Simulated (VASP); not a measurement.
A run of VASP 6.6.1 is set up as follows.

The input POSCAR:

```
Te2Mo
1.0
    3.8473789715      0.0000000000      0.0000000000
   -1.9236894858      3.3319279273      0.0000000000
    0.0000000000      0.0000000000     24.7301496301
Te Mo
4 2
Direct
    0.3333333333      0.6666666667      0.0765285846
    0.6666666667      0.3333333333      0.7787587513
    0.6666666667      0.3333333333      0.9234714154
    0.3333333333      0.6666666667      0.2212412487
    0.3333333333      0.6666666667      0.8510711437
    0.6666666667      0.3333333333      0.1489288563
```

Contents of INCAR.step1:

```
  ALGO = Normal
  EDIFF = 1E-4
  ENCUT = 520
  GGA = PE
  ISMEAR = 0
  LASPH = T
  LCHARG = F
  LREAL = F
  LWAVE = T
  NBANDS = 35
  NELM = 80
  PREC = Accurate
  SIGMA = 0.05
```

The input INCAR.step2:

```
  ALGO = Normal
  EDIFF = 1E-7
  ENCUT = 520
  ISIF = 2
  ISMEAR = 0
  ISTART = 1
  LASPH = T
  LCHARG = T
  LELF = T
  LMIXTAU = T
  LREAL = F
  LVHAR = T
  LWAVE = F
  METAGGA = R2SCAN
  NBANDS = 35
  NELM = 80
  PREC = Accurate
  SIGMA = 0.05
```

The input KPOINTS:

```
k-points
0
Gamma
  12 12 2
```

Potentials or basis: VASP PAW PBE potentials, release 64 (Te, Mo_sv).

Run with:

```console
$ cat potpaw_PBE.64/Te/POTCAR potpaw_PBE.64/Mo_sv/POTCAR > POTCAR
$ cp INCAR.step1 INCAR
$ mpirun -np 1 vasp_std > vasp.out
$ cp INCAR.step2 INCAR
$ mpirun -np 1 vasp_std > vasp.out
```

**Question.** What does it give for the band gap on the k mesh?

**Answer.** 0.39 eV (least direct gap 0.70 eV).

**Question.** Estimate the largest force.

**Answer.** 1.051 eV/Å.

Forces in eV/Å, atoms in the order of the input:
```
Te   0.000  0.000  1.021
Te   0.000  0.000  1.051
Te   0.000  0.000 -1.021
Te   0.000  0.000 -1.051
Mo   0.000  0.000 -0.002
Mo   0.000  0.000  0.002
```

Caveat: the cell differs from its parent crystal (strain +0.080 along x and y, +0.000 along z); there is no dipole correction, which matters where the two faces differ; the PAW data sets were made with another functional, which shifts forces and pressure a little; spin-orbit coupling is left out, which moves the levels of the heavy elements.
